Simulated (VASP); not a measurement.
# MgS: single point with r2SCAN

Crystal: MgS.

```
Mg S
1.0
     0.00000    2.60165    2.60165
     2.60165    0.00000    2.60165
     2.60165    2.60165    0.00000
Mg S
1 1
Cartesian
  0.0000 0.0000 0.0000
  2.6016 2.6016 2.6016
```

```json
{
 "Program": "VASP 6.6.1",
 "Task": "single point",
 "Functional": "r2SCAN",
 "Potentials or basis": "VASP PAW PBE potentials, release 64 (Mg, S)",
 "Cutoff": "660 eV",
 "k mesh": "8 × 8 × 8",
 "Occupations": "gaussian, width 0.01 eV",
 "Spin": "no spin polarisation",
 "Dipole correction": "no",
 "Further INCAR settings": "ALGO = Normal; EDIFF = 1e-06; NBANDS = 11"
}
```

```json
{
 "Pressure": "-0.5 GPa",
 "Band gap on the k mesh": "3.43 eV (least direct gap 4.61 eV)"
}
```

Levels at points of the mesh, in eV from the valence-band top:
| k point | band 1 | band 2 | band 3 | band 4 | band 5 | band 6 | band 7 | band 8 |
| --- | --- | --- | --- | --- | --- | --- | --- | --- |
| (0.00, 0.00, 0.00) | -13.18 | 0.00 | 0.00 | 0.00 | 4.61 | 8.53 | 8.53 | 8.53 |
| (0.50, 0.00, 0.00) | -11.85 | -4.88 | -0.62 | -0.62 | 5.22 | 7.50 | 7.50 | 11.23 |
| (0.50, 0.50, 0.00) | -11.47 | -4.27 | -1.73 | -1.73 | 3.43 | 4.93 | 13.14 | 13.49 |

It took 38 s on 1 thread of Intel(R) Xeon(R) Platinum 8488C (Sapphire Rapids) (shared host), peak memory 0.19 GiB.

Caveat: the PAW data sets were made with another functional, which shifts forces and pressure a little. r2SCAN opens gaps a little over a GGA but as a rule still falls short of measured ones.
